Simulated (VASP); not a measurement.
# Y2LuN3 (P-3m1) in VASP: relaxation of shape and atoms at fixed volume with PBE

Aim: the relaxation of shape and atoms at fixed volume of Y2LuN3 with PBE.

All numbers are computed with VASP 6.6.1; they aren't measurements. Logs are shortened: lines on timing, memory, paths and dates and some standing lists are left out, and cuts for length are marked.

### Step 1. The cell of the first run

It takes space group P-3m1 (No. 164, trigonal). The conventional cell has a = 3.365 Å, b = 3.365 Å, c = 8.244 Å, α = 90.00°, β = 90.00°, γ = 120.00°. Y (site symmetry 3m) has 6 N at 2.39 Å within 3.2 Å. Within 3.1 Å of Lu (site symmetry -3m) lie 6 N at 2.36 Å. Within 3.1 Å of N (site symmetry 3m) lie 3 Lu at 2.36 Å and 3 Y at 2.39 Å. N (site symmetry -3m) has 6 Y at 2.39 Å within 3.2 Å.

### Step 2. Relaxation of shape and atoms at fixed volume, PBE (13.48 Å³/atom)

File INCAR:

```
SYSTEM = Y2LuN3
PREC = Accurate
ENCUT = 600
EDIFF = 1E-6
ISMEAR = 0
SIGMA = 0.01
LREAL = .False.
LASPH = .True.
NELM = 80
ALGO = Normal
ISIF = 4
LWAVE = .False.
LCHARG = .False.
GGA = PE
IBRION = 2
NSW = 50
EDIFFG = -0.01
```

File KPOINTS:

```
Automatic mesh
0
Gamma
  12 12 4
  0 0 0
```

File POSCAR:

```
Y2LuN3
1.0
    3.3650784030      0.0000000283      0.0000000000
   -1.6825392260      2.9142433686      0.0000000000
    0.0000000000      0.0000000000      8.2444666866
Y Lu N
2 1 3
Direct
    0.3333333333      0.6666666667      0.6691085064
    0.6666666667      0.3333333333      0.3308914936
    0.0000000000      0.0000000000      0.0000000000
    0.3333333333      0.6666666667      0.1615844326
    0.6666666667      0.3333333333      0.8384155674
    0.0000000000      0.0000000000      0.5000000000
```

Potentials or basis: VASP PAW PBE potentials, release 64 (Y_sv, Lu, N).

On the command line:

```
cat potpaw_PBE.64/Y_sv/POTCAR potpaw_PBE.64/Lu/POTCAR potpaw_PBE.64/N/POTCAR > POTCAR
mpirun -np 1 vasp_std > vasp.out
```

OUTCAR:

```text
SYSTEM = Y2LuN3
   PREC = Accurate
   ENCUT = 600
   EDIFF = 1E-6
   ISMEAR = 0
   LREAL = .False.
   LASPH = .True.
   NELM = 80
   ISIF = 4
   GGA = PE
   IBRION = 2
   NSW = 50
   EDIFFG = -0.01

 ion  position               nearest neighbor table
   1  0.333  0.667  0.669-   6 2.39   6 2.39   6 2.39   5 2.39   5 2.39   5 2.39   3 3.35   3 3.35
                             3 3.35   2 3.40   2 3.40   2 3.40
   2  0.667  0.333  0.331-   6 2.39   6 2.39   6 2.39   4 2.39   4 2.39   4 2.39   3 3.35   3 3.35
                             3 3.35   1 3.40   1 3.40   1 3.40
   3  0.000  0.000  0.000-   4 2.36   5 2.36   5 2.36   4 2.36   5 2.36   4 2.36   1 3.35   2 3.35
                             1 3.35   2 3.35   2 3.35   1 3.35
   4  0.333  0.667  0.162-   3 2.36   3 2.36   3 2.36   2 2.39   2 2.39   2 2.39
   5  0.667  0.333  0.838-   3 2.36   3 2.36   3 2.36   1 2.39   1 2.39   1 2.39
   6  0.000  0.000  0.500-   1 2.39   2 2.39   2 2.39   1 2.39   2 2.39   1 2.39

  LATTYP: Found a hexagonal cell.
 ALAT       =     3.3650784030
 C/A-ratio  =     2.4500073102

  Lattice vectors:

 A1 = (   3.3650784030,   0.0000000283,   0.0000000000)
 A2 = (  -1.6825392260,   2.9142433686,   0.0000000000)
 A3 = (   0.0000000000,   0.0000000000,   8.2444666866)

Analysis of symmetry for initial positions (statically):
=====================================================================
 Subroutine PRICEL returns:
 Original cell was already a primitive cell.

 Routine SETGRP: Setting up the symmetry group for a
 hexagonal supercell.

 Subroutine GETGRP returns: Found 12 space group operations
 (whereof 12 operations were pure point group operations)
 out of a pool of 24 trial point group operations.

The static configuration has the point symmetry D_3d.

Analysis of symmetry for dynamics (positions and initial velocities):
=====================================================================
 Subroutine PRICEL returns:
 Original cell was already a primitive cell.

 Routine SETGRP: Setting up the symmetry group for a
 hexagonal supercell.

 Subroutine GETGRP returns: Found 12 space group operations
 (whereof 12 operations were pure point group operations)
 out of a pool of 24 trial point group operations.

The dynamic configuration has the point symmetry D_3d.

 Subroutine INISYM returns: Found 12 space group operations
 (whereof 12 operations are pure point group operations),
 and found     1 'primitive' translations

----------------------------------------------------------------------------------------

                                     Primitive cell

  volume of cell :      80.8507

  direct lattice vectors                    reciprocal lattice vectors
     3.365078403  0.000000028  0.000000000     0.297169895  0.171571122  0.000000000
    -1.682539226  2.914243369  0.000000000    -0.000000003  0.343142239  0.000000000
     0.000000000  0.000000000  8.244466687     0.000000000  0.000000000  0.121293473

  length of vectors
     3.365078403  3.365078403  8.244466687     0.343142239  0.343142239  0.121293473

  position of ions in fractional coordinates (direct lattice)
     0.333333333  0.666666667  0.669108506
     0.666666667  0.333333333  0.330891494
     0.000000000  0.000000000  0.000000000
     0.333333333  0.666666667  0.161584433
     0.666666667  0.333333333  0.838415567
     0.000000000  0.000000000  0.500000000

  ion indices of the primitive-cell ions
   primitive index   ion index
                 1           1
                 2           2
                 3           3
                 4           4
                 5           5
                 6           6

----------------------------------------------------------------------------------------

 KPOINTS: Automatic mesh

Automatic generation of k-mesh.
 Grid dimensions read from file:
 generate k-points for:   12   12    4

 Generating k-lattice:

  Cartesian coordinates                     Fractional coordinates (reciprocal lattice)
     0.024764158  0.014297594  0.000000000     0.083333333  0.000000000  0.000000000
    -0.000000000  0.028595187  0.000000000    -0.000000000  0.083333333  0.000000000
     0.000000000  0.000000000  0.030323368     0.000000000  0.000000000  0.250000000

  Length of vectors
     0.028595187  0.028595187  0.030323368

  Shift w.r.t. Gamma in fractional coordinates (k-lattice)
     0.000000000  0.000000000  0.000000000

 Subroutine IBZKPT returns following result:
 ===========================================

 Found     69 irreducible k-points:

 Following reciprocal coordinates:
            Coordinates               Weight
  0.000000  0.000000  0.000000      1.000000
  0.083333  0.000000  0.000000      6.000000
  0.166667  0.000000  0.000000      6.000000
  0.250000  0.000000  0.000000      6.000000
  0.333333  0.000000  0.000000      6.000000
  0.416667  0.000000  0.000000      6.000000
[... 16 lines left out ...]
  0.166667  0.000000  0.250000      6.000000
  0.000000  0.166667  0.250000      6.000000
 [... further k-points ...]
   k-points           NKPTS =     69   k-points in BZ     NKDIM =     69   number of bands    NBANDS=     37
   number of dos      NEDOS =    301   number of ions     NIONS =      6
   total plane-waves  NPLWV =  54880
   dimension x,y,z NGX =    28 NGY =   28 NGZ =   70
   dimension x,y,z NGXF=    56 NGYF=   56 NGZF=  140
   ions per type =               2   1   3
   NGX,Y,Z   is equivalent  to a cutoff of  13.83, 13.83, 14.12 a.u.
   NGXF,Y,Z  is equivalent  to a cutoff of  27.67, 27.67, 28.23 a.u.
 SYSTEM =  Y2LuN3
   PREC   = accura    normal or accurate (medium, high low for compatibility)
   ISTART =      0    job   : 0-new  1-cont  2-samecut
   ICHARG =      2    charge: 1-file 2-atom 10-const
   ISPIN  =      1    spin polarized calculation?
   LNONCOLLINEAR =      F non collinear calculations
   LSORBIT =      F    spin-orbit coupling
   LASPH  =      T    aspherical Exc in radial PAW
   ENCUT  =  600.0 eV  44.10 Ry    6.64 a.u.   6.72  6.72 16.47*2*pi/ulx,y,z
   NELM   =     80;   NELMIN=  2; NELMDL= -5     # of ELM steps
   EDIFF  = 0.1E-05   stopping-criterion for ELM
   LREAL  =      F    real-space projection
   EDIFFG = -.1E-01   stopping-criterion for IOM
   NSW    =     50    number of steps for IOM
   IBRION =      2    ionic relax: 0-MD 1-quasi-New 2-CG
   NFREE  =      1    steps in history (QN), initial steepest desc. (CG)
   ISIF   =      4    stress and relaxation
   ISYM   =      2    0-nonsym 1-usesym 2-fastsym
   POTIM  = 0.5000    time-step for ionic-motion
   TEBEG  =    0.0;   TEEND  =   0.0 temperature during run
   PSTRESS=    0.0 pullay stress
   NELECT =      62.0000    total number of electrons
   NUPDOWN=      -1.0000    fix difference up-down
   EMIN   =  10.00;   EMAX   =-10.00  energy-range for DOS
   EFERMI =   0.00;   METHOD = LEGACY
   ISMEAR =     0;   SIGMA  =   0.01  broadening in eV -4-tet -1-fermi 0-gaus
   EFERMI_NEDOS =   21; number of points for ismear=-14 and -15
   IALGO  =     38    algorithm
   IMIX   =      4    mixing-type and parameters
     AMIX     =   0.40;   BMIX     =  1.00
     AMIX_MAG =   1.60;   BMIX_MAG =  1.00
  volume/ion in A,a.u.               =      13.48        90.93
  Fermi-wavevector in a.u.,A,eV,Ry     =   1.498457  2.831673 30.550148  2.245373
  Thomas-Fermi vector in A             =   2.610213
   LORBIT       =      0    0 simple, 1 ext, 2 COOP (PROOUT), +10 PAW based schemes
   GGA     = PE    functional components
   LHFCALC =     F    Hartree Fock is set to
   AEXX    =    0.0000 exact exchange contribution
   IVDW    =     0    specifies the selected vdW correction
   LEPSILON=     F    determine dielectric tensor
   LRPA    =     F    only Hartree local field effects (RPA)
 conjugate gradient relaxation of ions
 non-spin polarized calculation
 Gauss-broadening in eV      SIGMA  =   0.01
  energy-cutoff  :      600.00
  volume of cell :       80.85
 maximum number of plane-waves:      2742
 NGX is ok and might be reduce to    28
   NGX = 13   NGY = 13   NGZ = 33

--------------------------------------- Ionic step        1  -------------------------------------------

 number of electron      62.0000000 magnetization

 Free energy of the ion-electron system (eV)
  ---------------------------------------------------
  ext. energy  EPLUGINS =         0.00000000
  ---------------------------------------------------
  free energy    TOTEN  =       -52.65222555 eV

  energy without entropy =      -52.65222538  energy(sigma->0) =      -52.65222547

------------------------ aborting loop because EDIFF is reached ----------------------------------------

  FORCE on cell =-STRESS in cart. coord.  units (eV):
  Direction    XX          YY          ZZ          XY          YZ          ZX
  --------------------------------------------------------------------------------------
  -------------------------------------------------------------------------------------
  Total        5.7824642      5.7824642      5.7977753      0.0000000      0.0000000     -0.0000000
  in kB      114.5882159    114.5882159    114.8916294      0.0000000      0.0000000     -0.0000000
  external PRESSURE =     114.6893537 kB  Pullay stress =       0.0000000 kB
[... 65 lines left out ...]
  energy  without entropy=      -52.6522890674  energy(sigma->0) =      -52.65228917

--------------------------------------- Ionic step        3  -------------------------------------------

 number of electron      62.0000000 magnetization

 Free energy of the ion-electron system (eV)
  ---------------------------------------------------
  ext. energy  EPLUGINS =         0.00000000
  ---------------------------------------------------
  free energy    TOTEN  =       -52.65229752 eV

  energy without entropy =      -52.65229729  energy(sigma->0) =      -52.65229740

 E-fermi :   4.2916     XC(G=0): -11.9227

 val. band max:        4.2680865433   @ k =   0.5000   0.0000   0.0000
 cond. band min:       4.3144561946   @ k =   0.0000   0.0000   0.0000
 fundamental gap:      0.0463696514
 Fermi energy:         4.2916086460

 k-point     1 :       0.0000    0.0000    0.0000
  band No.  band energies     occupation
      1     -49.9491      2.00000
      2     -36.3586      2.00000
      3     -36.2823      2.00000
      4     -20.9226      2.00000
      5     -20.4531      2.00000
      6     -20.4531      2.00000
[... 949 lines left out ...]
     36       8.9402      0.00000
     37       8.9895      0.00000

 [... further k-points ...]
[... 5 lines left out ...]
  --------------------------------------------------------------------------------------
  -------------------------------------------------------------------------------------
  Total        5.8341420      5.8341420      5.8436024      0.0000000     -0.0000000     -0.0000000
  in kB      115.6122906    115.6122906    115.7997621      0.0000000     -0.0000000     -0.0000000
  external PRESSURE =     115.6747811 kB  Pullay stress =       0.0000000 kB
[... 21 lines left out ...]
  FREE ENERGIE OF THE ION-ELECTRON SYSTEM (eV)
  ---------------------------------------------------
  free  energy   TOTEN  =       -52.6522975199 eV

  energy  without entropy=      -52.6522972878  energy(sigma->0) =      -52.65229740

 reached required accuracy - stopping structural energy minimisation
```

It took 5.4 min on 1 thread of AMD EPYC 9R45 (Zen 5), shared host; peak memory 0.4 GiB.

What came out:

* Free energy: -52.6523 eV
* Energy gained by relaxing: 0.0 meV/atom
* Ionic steps: 3
* Pressure after relaxing: 11.6 GPa
* Largest force after relaxing: 0.004 eV/Å
* Band gap on the k mesh: zero (bands 31 and 32 overlap by 0.05 eV)

Forces in eV/Å, atoms in the order of the input:
```
Y    0.000  0.000  0.004
Y    0.000  0.000 -0.004
Lu   0.000  0.000  0.000
N    0.000  0.000  0.003
N    0.000  0.000 -0.003
N    0.000  0.000  0.000
```

Final structure:
```
Y Lu N
1.0
     3.36488    0.00000    0.00000
    -1.68244    2.91407    0.00000
     0.00000    0.00000    8.24546
Y Lu N
2 1 3
Direct
  0.33333 0.66667 0.66896
  0.66667 0.33333 0.33104
  0.00000 0.00000 0.00000
  0.33333 0.66667 0.16181
  0.66667 0.33333 0.83819
  0.00000 0.00000 0.50000
```

Caveat: spin-orbit coupling is left out, which moves the levels of the heavy elements.
